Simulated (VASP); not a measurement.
A run of VASP 6.6.1:

Contents of POSCAR:

```
NiO2
1.0
    2.9876108749      0.0000000000      0.0000000000
   -1.4938054374      2.5873469143      0.0000000000
    0.0000000000      0.0000000000      8.8504433087
Ni O
2 4
Direct
    0.0000000000      0.0000000000      0.0000000000
    0.0000000000      0.0000000000      0.5000000000
    0.6666666667      0.3333333333      0.0915931262
    0.6666666667      0.3333333333      0.4084068738
    0.3333333333      0.6666666667      0.9084068738
    0.3333333333      0.6666666667      0.5915931262
```

Contents of INCAR.step1:

```
SYSTEM = NiO2
PREC     = Accurate       ! precision mode
ENCUT    = 520            ! plane-wave cutoff, eV
ISMEAR   = 0              ! smearing method
SIGMA    = 0.05           ! smearing width, eV
LREAL    = .False.        ! projectors in reciprocal space
LASPH    = .True.         ! aspherical terms in the spheres
NELM     = 80             ! most SCF steps
NBANDS   = 31             ! bands
GGA      = PE             ! functional
ALGO     = Normal         ! electronic algorithm
EDIFF    = 1E-4           ! SCF threshold, eV
LWAVE    = .True.         ! write WAVECAR
LCHARG   = .False.        ! write CHGCAR
```

Contents of INCAR.step2:

```
SYSTEM = NiO2
PREC     = Accurate       ! precision mode
ENCUT    = 520            ! plane-wave cutoff, eV
EDIFF    = 1E-6           ! SCF threshold, eV
ISMEAR   = 0              ! smearing method
SIGMA    = 0.05           ! smearing width, eV
LREAL    = .False.        ! projectors in reciprocal space
LASPH    = .True.         ! aspherical terms in the spheres
NELM     = 80             ! most SCF steps
ALGO     = Normal         ! electronic algorithm
ISIF     = 2              ! what is computed and relaxed
LWAVE    = .False.        ! write WAVECAR
LCHARG   = .False.        ! write CHGCAR
METAGGA  = R2SCAN         ! meta-GGA
LMIXTAU  = .True.       
NBANDS   = 31             ! bands
ISTART   = 1
```

The input KPOINTS:

```
Automatic mesh
0
Gamma
  12 12 4
  0 0 0
```

Potentials or basis: VASP PAW PBE potentials, release 64 (Ni, O).

Command:

```bash
$ cat potpaw_PBE.64/Ni/POTCAR potpaw_PBE.64/O/POTCAR > POTCAR
$ cp INCAR.step1 INCAR
$ mpirun -np 1 vasp_std > vasp.out
$ cp INCAR.step2 INCAR
$ mpirun -np 1 vasp_std > vasp.out
```

Hardware: 1 thread of Intel(R) Xeon(R) 6975P-C (Granite Rapids) (shared host).

Task: How long does it take, and how much memory?

Result: Run time: 4.2 min on 1 thread of Intel(R) Xeon(R) 6975P-C (Granite Rapids), with other jobs on the host, peak memory 0.25 GiB. Counts: k points 57.
